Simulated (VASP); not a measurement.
A run of VASP 6.6.1 is set up as follows.

The input INCAR:

```
PREC     = Accurate       # precision mode
ENCUT    = 520            # plane-wave cutoff, eV
EDIFF    = 1E-6           # SCF threshold, eV
ISMEAR   = 0              # smearing method
SIGMA    = 0.15           # smearing width, eV
LREAL    = False          # projectors in reciprocal space
LASPH    = True           # aspherical terms in the spheres
NELM     = 100            # most SCF steps
ALGO     = Fast           # electronic algorithm
ISIF     = 2              # what is computed and relaxed
LWAVE    = False          # write WAVECAR
LCHARG   = False          # write CHGCAR
GGA      = PE             # functional
IVDW     = 12             # dispersion correction
NBANDS   = 8              # bands
```

File KPOINTS:

```
regular mesh
0
Gamma
  20 20 20
```

Contents of POSCAR:

```
Al
1.0
    0.0000000000      2.0543397000      2.0239800000
    2.0543397000      0.0000000000      2.0239800000
    2.0543397000      2.0543397000      0.0000000000
Al
1
Direct
    0.0000000000      0.0000000000      0.0000000000
```

Potentials or basis: VASP PAW PBE potentials, release 64 (Al).

The run is started by

```console
$ cat potpaw_PBE.64/Al/POTCAR > POTCAR
$ mpirun -np 1 vasp_std > vasp.out
```

Problem. What does it give for the dispersion energy per atom?

Solution. -0.324 eV.

Problem. Estimate the pressure.

Solution. -5.7 GPa.

Caveat: the cell differs from its parent crystal (strain +0.015 along x and y, +0.000 along z); pairwise dispersion overbinds metals, which lowers pressure and volume.
